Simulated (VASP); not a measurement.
# TiPt3 (Pm-3m) in VASP: a series of runs, part 2 of 2

VASP 6.6.1.

## Step 4: Single point, r2SCAN

This run uses another cell than the first one, of 15.07 Å³/atom, 1.020 times its volume.

The input, POSCAR:

```
TiPt3
1.0
    3.9208020700      0.0000000000      0.0000000000
    0.0000000000      3.9208020700      0.0000000000
    0.0000000000      0.0000000000      3.9208020700
Ti Pt
1 3
Direct
    0.0000000000      0.0000000000      0.0000000000
    0.0000000000      0.5000000000      0.5000000000
    0.5000000000      0.0000000000      0.5000000000
    0.5000000000      0.5000000000      0.0000000000
```

The input, INCAR.step1:

```
SYSTEM = TiPt3
ALGO = Normal
EDIFF = 1E-4
ENCUT = 520
GGA = PE
ISMEAR = -1
LASPH = .TRUE.
LCHARG = .FALSE.
LREAL = .FALSE.
LWAVE = .TRUE.
NBANDS = 29
NELM = 100
PREC = Accurate
SIGMA = 0.1
```

The input, INCAR.step2:

```
SYSTEM = TiPt3
ALGO = Normal
EDIFF = 1E-6
ENCUT = 520
ISIF = 2
ISMEAR = -1
ISTART = 1
LASPH = .TRUE.
LCHARG = .FALSE.
LMIXTAU = .TRUE.
LREAL = .FALSE.
LWAVE = .FALSE.
METAGGA = R2SCAN
NBANDS = 29
NELM = 100
PREC = Accurate
SIGMA = 0.1
```

The input, KPOINTS:

```
k-points
0
G
  9 9 9
  0 0 0
```

Potentials or basis: VASP PAW PBE potentials, release 64 (Ti_sv, Pt).

The run is started by

```console
$ cat potpaw_PBE.64/Ti_sv/POTCAR potpaw_PBE.64/Pt/POTCAR > POTCAR
$ cp INCAR.step1 INCAR
$ mpirun -np 1 vasp_std > vasp.out
$ cp INCAR.step2 INCAR
$ mpirun -np 1 vasp_std > vasp.out
```

OUTCAR:

```text
SYSTEM = TiPt3
   EDIFF = 1E-6
   ENCUT = 520
   ISIF = 2
   ISMEAR = -1
   ISTART = 1
   LASPH = .TRUE.
   LREAL = .FALSE.
   METAGGA = R2SCAN
   NELM = 100
   PREC = Accurate

 ion  position               nearest neighbor table
   1  0.000  0.000  0.000-   2 2.77   3 2.77   4 2.77   2 2.77   3 2.77   2 2.77   4 2.77   2 2.77
                             3 2.77   4 2.77   3 2.77   4 2.77
   2  0.000  0.500  0.500-   1 2.77   3 2.77   4 2.77   1 2.77   4 2.77   1 2.77   3 2.77   1 2.77
                             3 2.77   4 2.77   4 2.77   3 2.77
   3  0.500  0.000  0.500-   1 2.77   2 2.77   4 2.77   1 2.77   4 2.77   2 2.77   4 2.77   4 2.77
                             1 2.77   2 2.77   1 2.77   2 2.77
   4  0.500  0.500  0.000-   1 2.77   2 2.77   3 2.77   2 2.77   3 2.77   1 2.77   3 2.77   3 2.77
                             1 2.77   2 2.77   2 2.77   1 2.77

  LATTYP: Found a simple cubic cell.
 ALAT       =     3.9208020700

  Lattice vectors:

 A1 = (   3.9208020700,   0.0000000000,   0.0000000000)
 A2 = (   0.0000000000,   3.9208020700,   0.0000000000)
 A3 = (   0.0000000000,   0.0000000000,   3.9208020700)

Analysis of symmetry for initial positions (statically):
=====================================================================
 Subroutine PRICEL returns:
 Original cell was already a primitive cell.

 Routine SETGRP: Setting up the symmetry group for a
 simple cubic supercell.

 Subroutine GETGRP returns: Found 48 space group operations
 (whereof 48 operations were pure point group operations)
 out of a pool of 48 trial point group operations.

The static configuration has the point symmetry O_h .

Analysis of symmetry for dynamics (positions and initial velocities):
=====================================================================
 Subroutine PRICEL returns:
 Original cell was already a primitive cell.

 Routine SETGRP: Setting up the symmetry group for a
 simple cubic supercell.

 Subroutine GETGRP returns: Found 48 space group operations
 (whereof 48 operations were pure point group operations)
 out of a pool of 48 trial point group operations.

The dynamic configuration has the point symmetry O_h .

 Subroutine INISYM returns: Found 48 space group operations
 (whereof 48 operations are pure point group operations),
 and found     1 'primitive' translations

----------------------------------------------------------------------------------------

                                     Primitive cell

  volume of cell :      60.2733

  direct lattice vectors                    reciprocal lattice vectors
     3.920802070  0.000000000  0.000000000     0.255049855  0.000000000  0.000000000
     0.000000000  3.920802070  0.000000000     0.000000000  0.255049855  0.000000000
     0.000000000  0.000000000  3.920802070     0.000000000  0.000000000  0.255049855

  length of vectors
     3.920802070  3.920802070  3.920802070     0.255049855  0.255049855  0.255049855

  position of ions in fractional coordinates (direct lattice)
     0.000000000  0.000000000  0.000000000
     0.000000000  0.500000000  0.500000000
     0.500000000  0.000000000  0.500000000
     0.500000000  0.500000000  0.000000000

  ion indices of the primitive-cell ions
   primitive index   ion index
                 1           1
                 2           2
                 3           3
                 4           4

----------------------------------------------------------------------------------------

 KPOINTS: k-points

Automatic generation of k-mesh.
 Grid dimensions read from file:
 generate k-points for:    9    9    9

 Generating k-lattice:

  Cartesian coordinates                     Fractional coordinates (reciprocal lattice)
     0.028338873  0.000000000  0.000000000     0.111111111  0.000000000  0.000000000
     0.000000000  0.028338873  0.000000000     0.000000000  0.111111111  0.000000000
     0.000000000  0.000000000  0.028338873     0.000000000  0.000000000  0.111111111

  Length of vectors
     0.028338873  0.028338873  0.028338873

  Shift w.r.t. Gamma in fractional coordinates (k-lattice)
     0.000000000  0.000000000  0.000000000

 Subroutine IBZKPT returns following result:
 ===========================================

 Found     35 irreducible k-points:

 Following reciprocal coordinates:
            Coordinates               Weight
  0.000000  0.000000  0.000000      1.000000
  0.111111  0.000000  0.000000      6.000000
  0.222222  0.000000  0.000000      6.000000
  0.333333  0.000000  0.000000      6.000000
  0.444444  0.000000  0.000000      6.000000
  0.111111  0.111111  0.000000     12.000000
[... 16 lines left out ...]
  0.333333  0.333333  0.111111     24.000000
  0.444444  0.333333  0.111111     48.000000
 [... further k-points ...]
   k-points           NKPTS =     35   k-points in BZ     NKDIM =     35   number of bands    NBANDS=     29
   number of dos      NEDOS =    301   number of ions     NIONS =      4
   total plane-waves  NPLWV =  27000
   dimension x,y,z NGX =    30 NGY =   30 NGZ =   30
   dimension x,y,z NGXF=    60 NGYF=   60 NGZF=   60
   ions per type =               1   3
   NGX,Y,Z   is equivalent  to a cutoff of  12.72, 12.72, 12.72 a.u.
   NGXF,Y,Z  is equivalent  to a cutoff of  25.44, 25.44, 25.44 a.u.
 SYSTEM =  TiPt3
   PREC   = accura    normal or accurate (medium, high low for compatibility)
   ISTART =      1    job   : 0-new  1-cont  2-samecut
   ICHARG =      0    charge: 1-file 2-atom 10-const
   ISPIN  =      1    spin polarized calculation?
   LNONCOLLINEAR =      F non collinear calculations
   LSORBIT =      F    spin-orbit coupling
   LASPH  =      T    aspherical Exc in radial PAW
   ENCUT  =  520.0 eV  38.22 Ry    6.18 a.u.   7.29  7.29  7.29*2*pi/ulx,y,z
   NELM   =    100;   NELMIN=  2; NELMDL=  0     # of ELM steps
   EDIFF  = 0.1E-05   stopping-criterion for ELM
   LREAL  =      F    real-space projection
   EDIFFG = 0.1E-04   stopping-criterion for IOM
   NSW    =      0    number of steps for IOM
   IBRION =     -1    ionic relax: 0-MD 1-quasi-New 2-CG
   NFREE  =      0    steps in history (QN), initial steepest desc. (CG)
   ISIF   =      2    stress and relaxation
   ISYM   =      2    0-nonsym 1-usesym 2-fastsym
   POTIM  = 0.5000    time-step for ionic-motion
   TEBEG  =    0.0;   TEEND  =   0.0 temperature during run
   PSTRESS=    0.0 pullay stress
   NELECT =      42.0000    total number of electrons
   NUPDOWN=      -1.0000    fix difference up-down
   EMIN   =  10.00;   EMAX   =-10.00  energy-range for DOS
   EFERMI =   0.00;   METHOD = LEGACY
   ISMEAR =    -1;   SIGMA  =   0.10  broadening in eV -4-tet -1-fermi 0-gaus
   EFERMI_NEDOS =   21; number of points for ismear=-14 and -15
   IALGO  =     38    algorithm
   IMIX   =      4    mixing-type and parameters
     AMIX     =   0.40;   BMIX     =  1.00
     AMIX_MAG =   1.60;   BMIX_MAG =  1.00
  volume/ion in A,a.u.               =      15.07       101.69
  Fermi-wavevector in a.u.,A,eV,Ry     =   1.451386  2.742722 28.660973  2.106522
  Thomas-Fermi vector in A             =   2.568889
   LORBIT       =      0    0 simple, 1 ext, 2 COOP (PROOUT), +10 PAW based schemes
   METAGGA = R2SCAN    functional components
   LHFCALC =     F    Hartree Fock is set to
   AEXX    =    0.0000 exact exchange contribution
   IVDW    =     0    specifies the selected vdW correction
   LEPSILON=     F    determine dielectric tensor
   LRPA    =     F    only Hartree local field effects (RPA)
 non-spin polarized calculation
  energy-cutoff  :      520.00
  volume of cell :       60.27
 maximum number of plane-waves:      1647
 NGX is ok and might be reduce to    30
   NGX = 15   NGY = 15   NGZ = 15

 number of electron      42.0000002 magnetization

 Free energy of the ion-electron system (eV)
  ---------------------------------------------------
  ext. energy  EPLUGINS =         0.00000000
  ---------------------------------------------------
  free energy    TOTEN  =      -171.16753534 eV

  energy without entropy =     -171.11293600  energy(sigma->0) =     -171.14023567

 E-fermi :  11.3977     XC(G=0): -14.3149

 val. band max:       11.2998224839   @ k =   0.4444   0.0000   0.0000
 cond. band min:      11.3993623606   @ k =   0.1111   0.1111   0.1111
 fundamental gap:      0.0995398767
 Fermi energy:        11.3977448182

 k-point     1 :       0.0000    0.0000    0.0000
  band No.  band energies     occupation
      1     -49.2481      2.00000
      2     -24.4167      2.00000
      3     -24.4167      2.00000
      4     -24.4167      2.00000
      5       0.9645      2.00000
      6       3.9037      2.00000
[... 757 lines left out ...]
     28      15.6842      0.00000
     29      19.1901      0.00000

 [... further k-points ...]
[... 5 lines left out ...]
  --------------------------------------------------------------------------------------
  -------------------------------------------------------------------------------------
  Total        0.2948208      0.2948208      0.2948208      0.0000000      0.0000000     -0.0000000
  in kB        7.8368944      7.8368944      7.8368944      0.0000000      0.0000000     -0.0000000
  external PRESSURE =       7.8368944 kB  Pullay stress =       0.0000000 kB

 VOLUME and BASIS-vectors are now :
 -----------------------------------------------------------------------------
  energy-cutoff  :      520.00
  volume of cell :       60.27
      direct lattice vectors                 reciprocal lattice vectors
     3.920802070  0.000000000  0.000000000     0.255049855  0.000000000  0.000000000
     0.000000000  3.920802070  0.000000000     0.000000000  0.255049855  0.000000000
     0.000000000  0.000000000  3.920802070     0.000000000  0.000000000  0.255049855

 POSITION                                       TOTAL-FORCE (eV/Angst)
 -----------------------------------------------------------------------------------
      0.00000      0.00000      0.00000         0.000000      0.000000      0.000000
      0.00000      1.96040      1.96040         0.000000      0.000000      0.000000
      1.96040      0.00000      1.96040         0.000000      0.000000      0.000000
      1.96040      1.96040      0.00000         0.000000      0.000000      0.000000
 -----------------------------------------------------------------------------------
    total drift:                                0.000000      0.000000     -0.000000

  FREE ENERGIE OF THE ION-ELECTRON SYSTEM (eV)
  ---------------------------------------------------
  free  energy   TOTEN  =      -171.1675353372 eV

  energy  without entropy=     -171.1129359977  energy(sigma->0) =     -171.14023567
```

It took 3.5 min on 1 thread of Intel Xeon Platinum 8488C (Sapphire Rapids), shared host; peak memory 0.2 GiB.

What came out:

* Free energy: -171.1675 eV
* Pressure: 0.8 GPa
* Band gap on the k mesh: zero (band 21 reaches 12.90 eV, above the bottom of band 22 at 11.30 eV)

Levels at points of the mesh, in eV from the Fermi level:
```csv
k point,band 18,band 19,band 20,band 21,band 22,band 23,band 24,band 25
"(0.00, 0.00, 0.00)",0.05,0.05,0.05,1.50,1.50,1.65,1.65,1.65
```

Caveat: the PAW data sets were made with another functional, which shifts forces and pressure a little; spin-orbit coupling is left out, which moves the levels of the heavy elements.

## Step 5: Single point, r2SCAN

This run uses another cell than the first one, of 15.07 Å³/atom, 1.020 times its volume.

POSCAR is that of step 4.

The input, INCAR.step1:

```
PREC     = Accurate       # precision mode
ENCUT    = 520            # plane-wave cutoff, eV
ISMEAR   = -1             # smearing method
SIGMA    = 0.1            # smearing width, eV
LREAL    = False          # projectors in reciprocal space
LASPH    = True           # aspherical terms in the spheres
NELM     = 80             # most SCF steps
NBANDS   = 29             # bands
GGA      = PE             # functional
ALGO     = Normal         # electronic algorithm
EDIFF    = 1E-4           # SCF threshold, eV
LWAVE    = True           # write WAVECAR
LCHARG   = False          # write CHGCAR
```

The input, INCAR.step2:

```
PREC     = Accurate       # precision mode
ENCUT    = 520            # plane-wave cutoff, eV
EDIFF    = 1E-6           # SCF threshold, eV
ISMEAR   = -1             # smearing method
SIGMA    = 0.1            # smearing width, eV
LREAL    = False          # projectors in reciprocal space
LASPH    = True           # aspherical terms in the spheres
NELM     = 80             # most SCF steps
ALGO     = Normal         # electronic algorithm
ISIF     = 2              # what is computed and relaxed
LWAVE    = False          # write WAVECAR
LCHARG   = True           # write CHGCAR
METAGGA  = R2SCAN         # meta-GGA
LMIXTAU  = True         
LELF     = True           # ELF
LVHAR    = True         
NBANDS   = 29             # bands
ISTART   = 1
```

The input, KPOINTS:

```
Automatic mesh
0
Gamma
  9 9 9
```

The run is started by

```console
$ cat potpaw_PBE.64/Ti_sv/POTCAR potpaw_PBE.64/Pt/POTCAR > POTCAR
$ cp INCAR.step1 INCAR
$ mpirun -np 1 vasp_std > vasp.out
$ cp INCAR.step2 INCAR
$ mpirun -np 1 vasp_std > vasp.out
```

Run time: 3.3 min. Hardware: 1 thread of Intel Xeon Platinum 8488C (Sapphire Rapids), shared host; peak memory 0.2 GiB.

Results (log left out):

```
Free energy            : -171.1675 eV
Pressure               : 0.8 GPa
Band gap on the k mesh : zero (band 21 reaches 12.90 eV, above the bottom of band 22 at 11.30 eV)
```

Levels at points of the mesh, in eV from the Fermi level:
| k point | band 19 | band 20 | band 21 | band 22 | band 23 | band 24 |
| --- | --- | --- | --- | --- | --- | --- |
| (0.00, 0.00, 0.00) | 0.05 | 0.05 | 1.50 | 1.50 | 1.65 | 1.65 |

Caveat: the PAW data sets were made with another functional, which shifts forces and pressure a little; spin-orbit coupling is left out, which moves the levels of the heavy elements.

## Step 6: Overview

| cell | k mesh | gap on the mesh (eV) | pressure (GPa) |
| --- | --- | --- | --- |
| a = 3.894 Å, 4 atoms | 9 × 9 × 9 | none | 6.4 |
| a = 3.921 Å, 4 atoms | 8 × 8 × 8 | none | 0.8 |
| a = 3.921 Å, 4 atoms | 9 × 9 × 9 | none | 0.8 |

Alike in all rows: task single point; level r2SCAN; potentials or basis VASP PAW PBE potentials, release 64 (Ti_sv, Pt); no spin polarisation; cutoff (eV) 520; smearing fermi-dirac 0.1 eV.

Caveats: the PAW data sets were made with another functional, which shifts forces and pressure a little; spin-orbit coupling is left out, which moves the levels of the heavy elements.

Absolute energies hang on the potentials; compare differences alone.
